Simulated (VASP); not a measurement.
Input of a VASP 6.6.1 run:

File INCAR:

```
SYSTEM = TiW8C8Cl4
PREC = Accurate
ENCUT = 520
EDIFF = 1E-6
ISMEAR = 0
SIGMA = 0.05
LREAL = .FALSE.
LASPH = .TRUE.
NELM = 120
ALGO = Normal
ISIF = 2
LWAVE = .FALSE.
LCHARG = .TRUE.
GGA = PE
IVDW = 12
LELF = .TRUE.
LVHAR = .TRUE.
NBANDS = 108
GGA_COMPAT = .FALSE.
NELMDL = -8
```

File KPOINTS:

```
regular mesh
0
G
  3 3 1
  0 0 0
```

File POSCAR:

```
TiW8C8Cl4
1.0
    5.7832000000      0.0000000000      0.0000000000
   -2.8916000000      5.0083980000      0.0000000000
    0.0000000000      0.0000000000     19.2447000000
W C Ti Cl
8 8 1 4
Direct
    0.0000000000      0.0000000000      0.0519623585
    0.0002002396     -0.0004374652      0.2004213628
    0.0000000000      0.5000000000      0.0519623585
    0.0000596432      0.4998049276      0.2005703388
    0.5000000000      0.0000000000      0.0519623585
    0.5004703467      0.0003745709      0.2001604078
    0.5000000000      0.5000000000      0.0519623585
    0.5006342665      0.4999163405      0.2004989426
    0.3333529994      0.1667395443      0.1206968672
    0.3348274707      0.1659165266      0.2582914257
    0.3333344254      0.6667062003      0.1207396842
    0.3348110918      0.6663160556      0.2582204971
    0.8334734064      0.1667894604      0.1206951005
    0.8339524178      0.1655974625      0.2582601963
    0.8332738481      0.6665698293      0.1207505963
    0.8345080238      0.6659696374      0.2585586681
    0.3479390826      0.4709843347      0.4637862372
    0.7169119101      0.4576832752      0.4622149475
    0.3924668789      0.8015065895      0.4006433460
    0.0449705299      0.1136756703      0.4131127531
    0.2466332852      0.5044040030      0.5715657298
```

Potentials or basis: VASP PAW PBE potentials, release 64 (W_sv, C, Ti_sv, Cl).

The run is started by

```sh
$ cat potpaw_PBE.64/W_sv/POTCAR potpaw_PBE.64/C/POTCAR potpaw_PBE.64/Ti_sv/POTCAR potpaw_PBE.64/Cl/POTCAR > POTCAR
$ mpirun -np 1 vasp_std > vasp.out
```

(1) Predict the dispersion energy per atom.

(2) Predict the band gap on the k mesh.

(3) Estimate the largest force.

## Answers

(1) -0.283 eV.

(2) zero (bands 92 and 93 overlap by 0.78 eV).

(3) 0.100 eV/Å.

Caveat: the k points lie up to 0.42 Å⁻¹ apart, too coarse for converged energies and pressures of a metal; there is no dipole correction, which matters where the two faces differ; spin-orbit coupling is left out, which moves the levels of the heavy elements.
